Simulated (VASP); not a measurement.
Wanted: the native input for a VASP 6.6.1 run.

- Task: single point
- Functional: PBE
- Potentials or basis: VASP PAW PBE potentials, release 64 (W_sv, Se)
- Cutoff: 520 eV
- k mesh: 6 × 6 × 4
- Occupations: fermi-dirac, width 0.02 eV
- Spin: no spin polarisation
- Dipole correction: no
- Further INCAR settings: ALGO = Normal; EDIFF = 1e-06; NBANDS = 20

The structure of WSe2 lies in POSCAR:

```
WSe2
1.0
    3.3153441874      0.0000000000      0.0000000000
   -1.6576720937      2.8711722886      0.0000000000
    0.0000000000      0.0000000000      6.5191986732
W Se
1 2
Direct
    0.0000000000      0.0000000000      0.0000000000
    0.3333333333      0.6666666667      0.2571683820
    0.6666666667      0.3333333333      0.7428316180
```

The input as run:

INCAR

```
SYSTEM = WSe2
PREC = Accurate ; ENCUT = 520
EDIFF = 1E-6 ; ISMEAR = -1
SIGMA = 0.02 ; LREAL = .FALSE.
LASPH = .TRUE. ; NELM = 60
ALGO = Normal ; ISIF = 2
LWAVE = .FALSE. ; LCHARG = .TRUE.
GGA = PE ; LELF = .TRUE.
LVHAR = .TRUE. ; NBANDS = 20
```

KPOINTS

```
regular mesh
0
G
  6 6 4
  0 0 0
```

Potentials or basis: VASP PAW PBE potentials, release 64 (W_sv, Se).

Command:

```console
$ cat potpaw_PBE.64/W_sv/POTCAR potpaw_PBE.64/Se/POTCAR > POTCAR
$ mpirun -np 1 vasp_std > vasp.out
```

It gave:

```json
{"Pressure": "3.5 GPa", "Largest force": "0.368 eV/Å", "Band gap on the k mesh": "zero (band 13 reaches 7.29 eV, above the bottom of band 14 at 6.50 eV)"}
```

Caveat: the k points lie up to 0.36 Å⁻¹ apart; spin-orbit coupling is left out, which moves the levels of the heavy elements; this functional lacks dispersion, which binds the layers, so the pressure and a relaxed spacing across them are unreliable.

Wall time 59 s on 1 thread of AMD EPYC 7R13, on a shared host, peak memory 0.17 GiB.
